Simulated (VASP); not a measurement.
## AlRu (NiAs type): single point with PBE

Crystal: AlRu (NiAs type).

```
Ru Al
1.0
     2.89569    0.00000    0.00000
    -1.44785    2.50775    0.00000
     0.00000    0.00000    7.79333
Ru Al
2 2
Cartesian
  0.0000 0.0000 0.0000
  0.0000 0.0000 3.8967
  0.0000 1.6718 1.9483
  1.4478 0.8359 5.8450
```

- Program: VASP 6.6.1
- Task: single point
- Functional: PBE
- Potentials or basis: VASP PAW PBE potentials, release 64 (Ru_pv, Al)
- Cutoff: 520 eV
- k mesh: 10 × 10 × 6
- Occupations: fermi-dirac, width 0.08 eV
- Spin: no spin polarisation

The pressure is -0.1 GPa and the band gap on the k mesh is zero (band 17 reaches 12.20 eV, above the bottom of band 18 at 9.60 eV).

Levels at points of the mesh, in eV from the Fermi level:
```csv
k point,band 14,band 15,band 16,band 17,band 18,band 19,band 20,band 21
"(0.00, 0.00, 0.00)",-1.65,-1.65,-0.28,-0.28,0.02,0.02,0.11,6.63
"(0.50, 0.00, 0.00)",-1.18,-0.76,-0.73,0.23,1.39,1.40,3.31,4.20
"(0.00, 0.00, 0.50)",-1.67,-1.18,-1.18,-0.13,-0.13,-0.13,-0.13,8.49
"(0.50, 0.00, 0.50)",-1.27,-0.97,-0.97,1.39,1.39,1.55,1.55,5.47
```

It took 24 s on 1 thread of Intel(R) Xeon(R) 6975P-C (Granite Rapids), on a shared host, peak memory 0.21 GiB.
